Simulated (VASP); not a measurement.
# Ag2HCl2 in VASP: further runs

The runs below take Ag2HCl2 through single point, with PBE+D3(BJ).

Program: VASP 6.6.1. These are calculated values, not measurements. Logs are shortened: lines on timing, memory, paths and dates and some standing lists are left out, and cuts for length are marked.

## Step 1: The cell of the first run

The cell holds a slab with vacuum, 5 atoms: a = 3.897 Å, b = 3.897 Å, c = 20.148 Å, α = 90.00°, β = 90.00°, γ = 90.00°.

## Step 2: Single point, PBE+D3(BJ), collinear spin

INCAR reads:

```
SYSTEM = Ag2HCl2
PREC     = Accurate       ! precision mode
ENCUT    = 520            ! plane-wave cutoff, eV
EDIFF    = 1E-6           ! SCF threshold, eV
ISMEAR   = 0              ! smearing method
SIGMA    = 0.05           ! smearing width, eV
LREAL    = .FALSE.        ! projectors in reciprocal space
LASPH    = .TRUE.         ! aspherical terms in the spheres
NELM     = 150            ! most SCF steps
ALGO     = Normal         ! electronic algorithm
ISIF     = 2              ! what is computed and relaxed
LWAVE    = .FALSE.        ! write WAVECAR
LCHARG   = .FALSE.        ! write CHGCAR
ISPIN    = 2              ! spin polarisation
MAGMOM   = 0 0 0 0 1      ! initial moments
LORBIT   = 11             ! projections on sites
LMAXMIX  = 4              ! l up to which the mixer works
LDIPOL   = .TRUE.       
IDIPOL   = 3            
DIPOL    = 0.5 0.5 0.315
GGA      = PE             ! functional
IVDW     = 12             ! dispersion correction
NBANDS   = 30             ! bands
```

KPOINTS reads:

```
Automatic mesh
0
G
  7 7 1
  0 0 0
```

POSCAR reads:

```
Ag2HCl2
1.0
    3.8966246593      0.0000000000      0.0000000000
    0.0000000000      3.8966246593      0.0000000000
    0.0000000000      0.0000000000     20.1478735173
Ag Cl H
2 2 1
Direct
    0.0000000000      0.0000000000      0.1985321179
    0.5000000000      0.5000000000      0.3337564577
    0.5000000000      0.5000000000      0.1985321179
    0.0000000000      0.0000000000      0.3398807081
    0.2500000000      0.2500000000      0.5036697053
```

Potentials or basis: VASP PAW PBE potentials, release 64 (Ag, Cl, H).

The run is started by

```
$ cat potpaw_PBE.64/Ag/POTCAR potpaw_PBE.64/Cl/POTCAR potpaw_PBE.64/H/POTCAR > POTCAR
$ mpirun -np 1 vasp_std > vasp.out
```

OUTCAR:

```text
SYSTEM = Ag2HCl2
   PREC = Accurate
   ENCUT = 520
   EDIFF = 1E-6
   ISMEAR = 0
   LREAL = .FALSE.
   LASPH = .TRUE.
   NELM = 150
   ISIF = 2
   ISPIN = 2
   LORBIT = 11
   GGA = PE
   IVDW = 12
 IVDW          = 12

 ion  position               nearest neighbor table
   1  0.000  0.000  0.199-   3 2.76   3 2.76   3 2.76   3 2.76   4 2.85
   2  0.500  0.500  0.334-   3 2.72   4 2.76   4 2.76   4 2.76   4 2.76
   3  0.500  0.500  0.199-   2 2.72   1 2.76   1 2.76   1 2.76   1 2.76
   4  0.000  0.000  0.340-   2 2.76   2 2.76   2 2.76   2 2.76   1 2.85
   5  0.250  0.250  0.504-

  LATTYP: Found a simple tetragonal cell.
 ALAT       =     3.8966246593
 C/A-ratio  =     5.1705964210

  Lattice vectors:

 A1 = (   3.8966246593,   0.0000000000,   0.0000000000)
 A2 = (   0.0000000000,   3.8966246593,   0.0000000000)
 A3 = (   0.0000000000,   0.0000000000,  20.1478735173)

Analysis of symmetry for initial positions (statically):
=====================================================================
 Subroutine PRICEL returns:
 Original cell was already a primitive cell.

 Routine SETGRP: Setting up the symmetry group for a
 simple tetragonal supercell.

 Subroutine GETGRP returns: Found  2 space group operations
 (whereof  2 operations were pure point group operations)
 out of a pool of 16 trial point group operations.

The static configuration has the point symmetry C_1h.

Analysis of symmetry for dynamics (positions and initial velocities):
=====================================================================
 Subroutine PRICEL returns:
 Original cell was already a primitive cell.

 Routine SETGRP: Setting up the symmetry group for a
 simple tetragonal supercell.

 Subroutine GETGRP returns: Found  2 space group operations
 (whereof  2 operations were pure point group operations)
 out of a pool of 16 trial point group operations.

The dynamic configuration has the point symmetry C_1h.

Analysis of structural, dynamic, and magnetic symmetry:
=====================================================================
 Subroutine PRICEL returns:
 Original cell was already a primitive cell.

 Routine SETGRP: Setting up the symmetry group for a
 simple tetragonal supercell.

 Subroutine GETGRP returns: Found  2 space group operations
 (whereof  2 operations were pure point group operations)
 out of a pool of 16 trial point group operations.

The overall configuration has the point symmetry C_1h.

 Subroutine INISYM returns: Found  2 space group operations
 (whereof  2 operations are pure point group operations),
 and found     1 'primitive' translations

----------------------------------------------------------------------------------------

                                     Primitive cell

  volume of cell :     305.9189

  direct lattice vectors                    reciprocal lattice vectors
     3.896624659  0.000000000  0.000000000     0.256632365  0.000000000  0.000000000
     0.000000000  3.896624659  0.000000000     0.000000000  0.256632365  0.000000000
     0.000000000  0.000000000 20.147873517     0.000000000  0.000000000  0.049633029

  length of vectors
     3.896624659  3.896624659 20.147873517     0.256632365  0.256632365  0.049633029

  position of ions in fractional coordinates (direct lattice)
     0.000000000  0.000000000  0.198532118
     0.500000000  0.500000000  0.333756458
     0.500000000  0.500000000  0.198532118
     0.000000000  0.000000000  0.339880708
     0.250000000  0.250000000  0.503669705

  ion indices of the primitive-cell ions
   primitive index   ion index
                 1           1
                 2           2
                 3           3
                 4           4
                 5           5

----------------------------------------------------------------------------------------

 KPOINTS: Automatic mesh

Automatic generation of k-mesh.
[... 28 lines left out ...]
 -0.142857  0.142857  0.000000      2.000000
[... 8 lines left out ...]
  0.428571  0.428571  0.000000      2.000000
 -0.428571  0.428571  0.000000      2.000000
   k-points           NKPTS =     16   k-points in BZ     NKDIM =     16   number of bands    NBANDS=     30
   number of dos      NEDOS =    301   number of ions     NIONS =      5
   total plane-waves  NPLWV = 135000
   dimension x,y,z NGX =    30 NGY =   30 NGZ =  150
   dimension x,y,z NGXF=    60 NGYF=   60 NGZF=  300
   ions per type =               2   2   1
   NGX,Y,Z   is equivalent  to a cutoff of  12.80, 12.80, 12.38 a.u.
   NGXF,Y,Z  is equivalent  to a cutoff of  25.60, 25.60, 24.75 a.u.
 SYSTEM =  Ag2HCl2
   PREC   = accura    normal or accurate (medium, high low for compatibility)
   ISTART =      0    job   : 0-new  1-cont  2-samecut
   ICHARG =      2    charge: 1-file 2-atom 10-const
   ISPIN  =      2    spin polarized calculation?
   LNONCOLLINEAR =      F non collinear calculations
   LSORBIT =      F    spin-orbit coupling
   LASPH  =      T    aspherical Exc in radial PAW
   ENCUT  =  520.0 eV  38.22 Ry    6.18 a.u.   7.25  7.25 37.46*2*pi/ulx,y,z
   NELM   =    150;   NELMIN=  2; NELMDL= -5     # of ELM steps
   EDIFF  = 0.1E-05   stopping-criterion for ELM
   LREAL  =      F    real-space projection
   EDIFFG = 0.1E-04   stopping-criterion for IOM
   NSW    =      0    number of steps for IOM
   IBRION =     -1    ionic relax: 0-MD 1-quasi-New 2-CG
   NFREE  =      0    steps in history (QN), initial steepest desc. (CG)
   ISIF   =      2    stress and relaxation
   ISYM   =      2    0-nonsym 1-usesym 2-fastsym
   POTIM  = 0.5000    time-step for ionic-motion
   TEBEG  =    0.0;   TEEND  =   0.0 temperature during run
   PSTRESS=    0.0 pullay stress
   NELECT =      37.0000    total number of electrons
   NUPDOWN=      -1.0000    fix difference up-down
   EMIN   =  10.00;   EMAX   =-10.00  energy-range for DOS
   EFERMI =   0.00;   METHOD = LEGACY
   ISMEAR =     0;   SIGMA  =   0.05  broadening in eV -4-tet -1-fermi 0-gaus
   EFERMI_NEDOS =   21; number of points for ismear=-14 and -15
   IALGO  =     38    algorithm
   IMIX   =      4    mixing-type and parameters
     AMIX     =   0.40;   BMIX     =  1.00
     AMIX_MAG =   1.60;   BMIX_MAG =  1.00
  volume/ion in A,a.u.               =      61.18       412.89
  Fermi-wavevector in a.u.,A,eV,Ry     =   0.809605  1.529932  8.918082  0.655461
  Thomas-Fermi vector in A             =   1.918627
   LORBIT       =     11    0 simple, 1 ext, 2 COOP (PROOUT), +10 PAW based schemes
   GGA     = PE    functional components
   LHFCALC =     F    Hartree Fock is set to
   AEXX    =    0.0000 exact exchange contribution
   IVDW    =    12    specifies the selected vdW correction
   LEPSILON=     F    determine dielectric tensor
   LRPA    =     F    only Hartree local field effects (RPA)
 spin polarized calculation
 Gauss-broadening in eV      SIGMA  =   0.05
  energy-cutoff  :      520.00
  volume of cell :      305.92
 maximum number of plane-waves:      8267
 NGX is ok and might be reduce to    30
   NGX = 15   NGY = 15   NGZ = 75

 dipolmoment           0.000000      0.000000     -0.000009 electrons x Angstroem

 number of electron      37.0000010 magnetization       1.0000000

 dipolmoment           0.000000      0.000000      0.031926 electrons x Angstroem

 Free energy of the ion-electron system (eV)
  ---------------------------------------------------
  ext. energy  EPLUGINS =         0.00000000
  ---------------------------------------------------
  free energy    TOTEN  =       -11.72274695 eV

  energy without entropy =      -11.72274695  energy(sigma->0) =      -11.72274695

 E-fermi :  -2.4114     XC(G=0):  -3.6326

 val. band max:       -2.7005972430   @ k =   0.4286   0.0000   0.0000
 cond. band min:      -1.5911312692   @ k =   0.0000   0.0000   0.0000
 fundamental gap:      1.1094659738
 Fermi energy:        -2.4113928141

 spin component 1

 k-point     1 :       0.0000    0.0000    0.0000
  band No.  band energies     occupation
      1     -17.6931      1.00000
      2     -17.3264      1.00000
      3      -6.6261      1.00000
      4      -5.9846      1.00000
      5      -5.6816      1.00000
      6      -5.6815      1.00000
[... 517 lines left out ...]
     29       5.9654      0.00000
     30       6.1346      0.00000
 Fermi energy:        -2.4113928141

 spin component 2

 k-point     1 :       0.0000    0.0000    0.0000
  band No.  band energies     occupation
      1     -17.6920      1.00000
      2     -17.3197      1.00000
      3      -6.6208      1.00000
      4      -5.9381      1.00000
      5      -5.6804      1.00000
      6      -5.6804      1.00000
[... 517 lines left out ...]
     29       6.3894      0.00000
     30       6.4051      0.00000

------------------------ aborting loop because EDIFF is reached ----------------------------------------

 vacuum level on the upper side and lower side of the slab       (xc-potential included)         0.061        -0.288

 Edisp (eV)   -0.89227

 E8    (eV) :    -0.3714

  FORCE on cell =-STRESS in cart. coord.  units (eV):
  Direction    XX          YY          ZZ          XY          YZ          ZX
  --------------------------------------------------------------------------------------
  -------------------------------------------------------------------------------------
  Total      -1.82566    -1.82566    -0.15362     0.00018     0.01942     0.01942
  in kB      -9.56147    -9.56147    -0.80457     0.00095     0.10172     0.10172
  external pressure =       -6.64 kB  Pullay stress =        0.00 kB

 VOLUME and BASIS-vectors are now :
 -----------------------------------------------------------------------------
  energy-cutoff  :      520.00
  volume of cell :      305.92
      direct lattice vectors                 reciprocal lattice vectors
     3.896624659  0.000000000  0.000000000     0.256632365  0.000000000  0.000000000
     0.000000000  3.896624659  0.000000000     0.000000000  0.256632365  0.000000000
     0.000000000  0.000000000 20.147873517     0.000000000  0.000000000  0.049633029

 POSITION                                       TOTAL-FORCE (eV/Angst)
 -----------------------------------------------------------------------------------
      0.00000      0.00000      4.00000        -0.000089     -0.000089      0.258372
      1.94831      1.94831      6.72448        -0.001948     -0.001948      0.023046
      1.94831      1.94831      4.00000        -0.000108     -0.000108     -0.264120
      0.00000      0.00000      6.84787        -0.003504     -0.003504      0.016538
      0.97416      0.97416     10.14787         0.005649      0.005649     -0.033836
 -----------------------------------------------------------------------------------
    total drift:                                0.000017      0.000017      0.000089

  FREE ENERGIE OF THE ION-ELECTRON SYSTEM (eV)
  ---------------------------------------------------
  free  energy   TOTEN  =       -12.6150143764 eV

  energy  without entropy=      -12.6150143764  energy(sigma->0) =      -12.61501438

 vacuum level on the upper side and lower side of the slab         2.781         2.451

 total charge

# of ion       s       p       d       tot
------------------------------------------
    1        0.192   0.121   9.369   9.682
    2        0.195   0.129   9.369   9.693
    3        1.600   3.473   0.000   5.074
    4        1.600   3.472   0.000   5.073
    5        0.379   0.000   0.000   0.379
--------------------------------------------------
tot          3.967   7.196  18.738  29.900

 magnetization (x)

# of ion       s       p       d       tot
------------------------------------------
    1        0.000   0.000   0.000   0.000
    2       -0.000  -0.000   0.002   0.002
    3        0.000   0.000   0.000   0.000
    4        0.000   0.006   0.000   0.006
    5        0.379   0.000   0.000   0.379
--------------------------------------------------
tot          0.379   0.006   0.003   0.388
```

Wall time 4.6 min (1 thread of Intel Xeon 6975P-C (Granite Rapids), shared host); peak memory 0.59 GiB.

What came out:

| Item | Value |
| --- | --- |
| Free energy | -12.6150 eV |
| Largest force | 0.264 eV/Å |
| Band gap on the k mesh | 1.11 eV (least direct gap 2.55 eV) |
| Net moment | 1.00 μB per cell |
| Site moments | Ag +0.00; Cl +0.00, +0.01; H +0.38 μB |
| Valence electrons inside the program's atomic spheres | Ag 9.68, 9.69; Cl 5.07; H 0.38 |
| Dispersion energy per atom | -0.178 eV |

Forces on the atoms (eV/Å):
```
Ag   0.000  0.000  0.258
Ag  -0.002 -0.002  0.023
Cl   0.000  0.000 -0.264
Cl  -0.004 -0.004  0.017
H    0.006  0.006 -0.034
```

(Continued in part 2 of 2.)
